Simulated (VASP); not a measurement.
Here is a VASP 6.6.1 calculation.

File INCAR:

```
SYSTEM = Al2Cu
PREC = Accurate
ENCUT = 520
EDIFF = 1E-7
ISMEAR = 0
SIGMA = 0.15
LREAL = .False.
LASPH = .True.
NELM = 80
ALGO = Fast
ISIF = 2
LWAVE = .False.
LCHARG = .False.
GGA = PS
NBANDS = 26
```

KPOINTS

```
regular mesh
0
Gamma
  10 10 10
  0 0 0
```

The input POSCAR:

```
Al2Cu
1.0
   -2.9965506916      2.9965506916      2.4139243091
    2.9965506916     -2.9965506916      2.4139243091
    2.9965506916      2.9965506916     -2.4139243091
Al Cu
4 2
Direct
    0.1593199577      0.6593199577      0.8186399154
    0.6593199577      0.8406800423      0.5000000000
    0.8406800423      0.3406800423      0.1813600846
    0.3406800423      0.1593199577      0.5000000000
    0.7500000000      0.7500000000      0.0000000000
    0.2500000000      0.2500000000      0.0000000000
```

Potentials or basis: VASP PAW PBE potentials, release 64 (Al, Cu).

Command:

```sh
$ cat potpaw_PBE.64/Al/POTCAR potpaw_PBE.64/Cu/POTCAR > POTCAR
$ mpirun -np 1 vasp_std > vasp.out
```

(1) Estimate the band gap on the k mesh.

(2) Predict the largest force.

Results:

(1) zero (band 17 reaches 10.84 eV, above the bottom of band 18 at 6.43 eV).

(2) 0.004 eV/Å.

Caveat: the PAW data sets were made with another functional, which shifts forces and pressure a little.
